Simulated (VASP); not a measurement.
Bi, 2 atoms in the cell. It takes space group P6_3/mmc (No. 194, hexagonal). Conventional cell: a = 4.462 Å, b = 4.462 Å, c = 11.628 Å, α = 90.00°, β = 90.00°, γ = 120.00°. Within 5.9 Å of Bi (site symmetry -6m2) lie 6 Bi at 4.46 Å. This isn't the form of Bi at room conditions, which is rhombohedral.

- Program: VASP 6.6.1
- Task: single point
- Functional: PBEsol
- Potentials or basis: VASP PAW PBE potentials, release 64 (Bi_d)
- Cutoff: 520 eV
- k mesh: 9 × 9 × 3
- Occupations: fermi-dirac, width 0.03 eV
- Spin: no spin polarisation
- Dipole correction: no
- Further INCAR settings: ALGO = Normal; EDIFF = 1e-07; NBANDS = 22

Potentials or basis: VASP PAW PBE potentials, release 64 (Bi_d).

Launch:

```console
$ cat potpaw_PBE.64/Bi_d/POTCAR > POTCAR
$ mpirun -np 1 vasp_std > vasp.out
```

Hardware: 1 thread of Intel Xeon 8259CL (shared host).

How long does it take, and how much memory?

It took 2.7 min on 1 thread of Intel Xeon 8259CL, with other jobs on the host, peak memory 0.35 GiB. Counts: scf iterations 13, k points 24.
